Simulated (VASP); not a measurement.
Cu:

```
CELL_PARAMETERS angstrom
2.30274 0.00000 0.00000
0.00000 2.30274 0.00000
0.00000 0.00000 2.30274
ATOMIC_POSITIONS crystal
Cu 0.00000 0.00000 0.00000
```

```yaml
Program: VASP 6.6.1
Task: relaxation of cell and atoms
Functional: PBEsol
Potentials_or_basis: VASP PAW PBE potentials, release 64 (Cu)
Cutoff: 600 eV
k_mesh: 18 × 18 × 18
Occupations: fermi-dirac, width 0.08 eV
Spin: no spin polarisation
```

At the start: pressure 11.7 GPa; volume 12.21 Å³/atom.

How do energy, volume and symmetry change on relaxing?

Over 4 steps the energy falls by 32.8 meV/atom and the volume is 13.21 Å³/atom (+8.2 %); space group Pm-3m (No. 221, to 0.05 Å).

Step by step:
| step | energy change (eV) | largest force (eV/Å) | pressure (GPa) | volume (Å³) |
| --- | --- | --- | --- | --- |
| 1 | 0.0000 | 0.0000 | 11.72 | 12.21 |
| 2 | -0.0215 | 0.0000 | -4.97 | 13.86 |
| 3 | -0.0328 | 0.0000 | 0.07 | 13.19 |
| 4 | -0.0328 | 0.0000 | -0.04 | 13.21 |

Final structure:
```xyz
1
Lattice="2.3639 0.0000 0.0000 0.0000 2.3639 0.0000 0.0000 0.0000 2.3639" Properties=species:S:1:pos:R:3 pbc="T T T"
Cu    0.0000    0.0000    0.0000
```

Caveat: the PAW data sets were made with another functional, which shifts forces and pressure a little.
